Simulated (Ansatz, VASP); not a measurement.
Two plane-wave programs on WC

```
W C
1.0
     0.00000    2.19268    2.19268
     2.19268    0.00000    2.19268
     2.19268    2.19268    0.00000
W C
1 1
Direct
  0.99763 0.01869 0.99468
  0.49188 0.50871 0.50225
```

Alike in both runs: task single point; functional LDA; k mesh 8 × 8 × 8; occupations fermi-dirac, width 0.15 eV; no spin polarisation.

|  | VASP | Ansatz |
| --- | --- | --- |
| version | VASP 6.6.1 | Ansatz 0.2.0 |
| potentials or method | VASP PAW LDA potentials, release 64 (W_sv, C), cutoff 520 eV | plane waves, PAW |
| valence electrons in the cell | 18 | 18 |

Ansatz gave:

| Quantity | Value |
| --- | --- |
| pressure (GPa) | -15.2 |
| traceless stress, the component that is largest in VASP (GPa) | 0.40 |
| rms of the force components (eV/Å) | 0.120 |

What did VASP give for the same quantities?

Pressure (GPa): -13.1; traceless stress, the component that is largest in VASP (GPa): 0.40; rms of the force components (eV/Å): 0.125.

LDA's correlation is that of Perdew and Zunger in VASP and of Perdew and Wang (1992) in Ansatz. Atom by atom the forces differ by 0.004 eV/Å (rms over components). Ansatz's warnings: stress scf threshold loose.

Spin-orbit coupling is off throughout.
